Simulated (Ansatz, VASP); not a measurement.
# One calculation of TiO2, two programs

Contents of INCAR:

```
PREC = Accurate
ENCUT = 520
EDIFF = 1E-6
ISMEAR = 0
SIGMA = 0.05
LREAL = F
LASPH = T
NELM = 80
ALGO = Normal
ISIF = 2
LWAVE = F
LCHARG = F
GGA = PE
NBANDS = 33
```

Contents of KPOINTS:

```
regular mesh
0
Gamma
  10 10 10
```

The input POSCAR:

```
TiO2
1.0
   -1.8996112692      1.8996112692      4.8484484049
    1.8996112692     -1.8996112692      4.8484484049
    1.8996112692      1.8996112692     -4.8484484049
Ti O
2 4
Direct
    0.0000000000      0.0000000000      0.0000000000
    0.7500000000      0.2500000000      0.5000000000
    0.2065067269      0.2065067269      0.0000000000
    0.9565067269      0.4565067269      0.5000000000
    0.5434932731      0.0434932731      0.5000000000
    0.7934932731      0.7934932731      0.0000000000
```

Input for Ansatz:

```yaml
crystal:
  lattice:
    - [-1.8996112692, 1.8996112692, 4.8484484049]
    - [1.8996112692, -1.8996112692, 4.8484484049]
    - [1.8996112692, 1.8996112692, -4.8484484049]
  atoms:
    - { symbol: Ti, position: [0.0, 0.0, 0.0] }
    - { symbol: Ti, position: [0.75, 0.25, 0.5] }
    - { symbol: O, position: [0.2065067269, 0.2065067269, 0.0] }
    - { symbol: O, position: [0.9565067269, 0.4565067269, 0.5] }
    - { symbol: O, position: [0.5434932731, 0.0434932731, 0.5] }
    - { symbol: O, position: [0.7934932731, 0.7934932731, 0.0] }
basis:
  ecutwfc: 420
kpoints:
  mp_grid: { grid: [10, 10, 10] }
hamiltonian:
  xc: pbe
scf:
  occupations: { method: gaussian, width: 0.05 }
output:
  forces: true
  stress: true
  eigenvalues: true
  write_density: true
  write_potential: true
  elf: true
  volumetric_format: npy
```

Alike in both runs: task single point; functional PBE; k mesh 10 × 10 × 10; occupations gaussian, width 0.05 eV; no spin polarisation.

|  | VASP | Ansatz |
| --- | --- | --- |
| version | VASP 6.6.1 | Ansatz 0.2.0 |
| potentials or method | VASP PAW PBE potentials, release 64 (Ti_sv, O), cutoff 520 eV | scalar-relativistic, plane waves, PAW |
| valence electrons in the cell | 48 | 48 |

|  | VASP | Ansatz | Ansatz less VASP |
| --- | --- | --- | --- |
| gap on the k mesh at the Fermi level (eV) | 2.11 | 2.13 | +0.024 |
| least direct gap on the mesh (eV) | 2.41 | 2.43 | +0.022 |
| pressure (GPa) | 0.7 | 0.0 | -0.67 |
| traceless stress, the component that is largest in VASP (GPa) | 0.05 | 0.02 | -0.032 |
| rms of the force components (eV/Å) | 0.008 | 0.000 | -0.0079 |

Atom by atom the forces differ by 0.009 eV/Å (rms over components). The functional is the same, so the differences come from potentials, cutoffs and numerics.
